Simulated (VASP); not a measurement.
## WC: single point with LDA

WC:

```
W C
1.0
    -2.83473   -4.90990    0.00000
     4.25209   -2.45495    0.00000
     0.00000    0.00000    5.57240
W C
8 8
Cartesian
  0.0487 -4.9032 0.0201
  0.0567 -4.8793 2.7954
  -1.2574 -2.4579 -0.2153
  -1.4510 -2.4667 2.7482
  1.4594 -2.4187 -0.0617
  1.4362 -2.4229 2.8653
  -0.0715 -0.1825 -0.0297
  0.1213 -0.1024 2.7408
  1.3423 -4.0063 1.5363
  1.4240 -4.2365 4.1428
  0.1496 -1.7549 1.2421
  0.1261 -1.6711 4.1119
  3.0390 -1.6313 1.2792
  2.9271 -2.0006 3.9912
  -1.3689 -4.1005 1.3982
  -1.3935 -4.1336 4.1659
```

* Program: VASP 6.6.1
* Task: single point
* Functional: LDA
* Potentials or basis: VASP PAW LDA potentials, release 64 (W_sv, C)
* Cutoff: 520 eV
* k mesh: 2 × 2 × 2
* Occupations: fermi-dirac, width 0.36 eV
* Spin: no spin polarisation

- Pressure: 38.4 GPa
- Largest force: 8.195 eV/Å
- Band gap on the k mesh: zero (band 72 reaches 12.72 eV, above the bottom of band 73 at 12.18 eV)

Forces in eV/Å, atoms in the order of the input:
```
W    0.608 -0.462 -0.903
W   -1.399 -3.226 -0.698
W   -4.513 -2.522  6.358
W    2.318 -0.898 -2.140
W    3.060 -3.673  1.444
W    1.198 -2.922 -6.188
W    4.825  5.226 -0.950
W   -0.859  1.351 -1.769
C    1.716 -0.284 -3.133
C    0.109  1.995  1.264
C   -2.873  1.512  2.992
C   -1.940 -0.267 -0.112
C   -2.820  0.260  1.989
C    0.366  4.309  3.368
C    0.075  0.429 -1.235
C    0.129 -0.829 -0.287
```

Stress tensor (GPa, compression positive):
```
43.91 -3.39 -3.52
-3.39 33.57  4.15
-3.52  4.15 37.80
```

Levels at points of the mesh, in eV from the Fermi level:
```tsv
k point	band 69	band 70	band 71	band 72	band 73	band 74	band 75	band 76
(0.00, 0.00, 0.00)	-0.82	-0.78	-0.47	-0.08	0.06	0.47	0.88	1.79
(0.50, 0.00, 0.00)	-1.26	-1.09	-0.37	0.07	0.31	0.40	0.53	1.14
(0.00, 0.50, 0.00)	-0.93	-0.73	-0.01	0.27	0.82	1.43	1.67	1.84
(0.50, 0.50, 0.00)	-1.84	-1.77	-1.53	-1.29	1.24	1.41	1.61	1.88
(0.00, 0.00, 0.50)	-1.49	-1.35	-0.35	-0.01	0.09	0.47	0.75	1.25
(0.50, 0.00, 0.50)	-1.47	-1.32	-1.20	-0.91	-0.27	0.10	0.67	0.82
(0.00, 0.50, 0.50)	-1.40	-1.33	-1.18	-0.75	0.52	0.84	0.91	1.22
(0.50, 0.50, 0.50)	-1.91	-1.81	-1.65	-1.06	0.68	1.08	1.17	1.32
```

It took 2.5 min on 1 thread of Intel(R) Xeon(R) Platinum 8488C (Sapphire Rapids), with other jobs on the host, peak memory 0.25 GiB.

Caveat: the k points lie up to 0.64 Å⁻¹ apart; spin-orbit coupling is left out, which moves the levels of the heavy elements; forces of over 1 eV/Å act on the atoms, so gaps and moduli don't describe the material at rest.
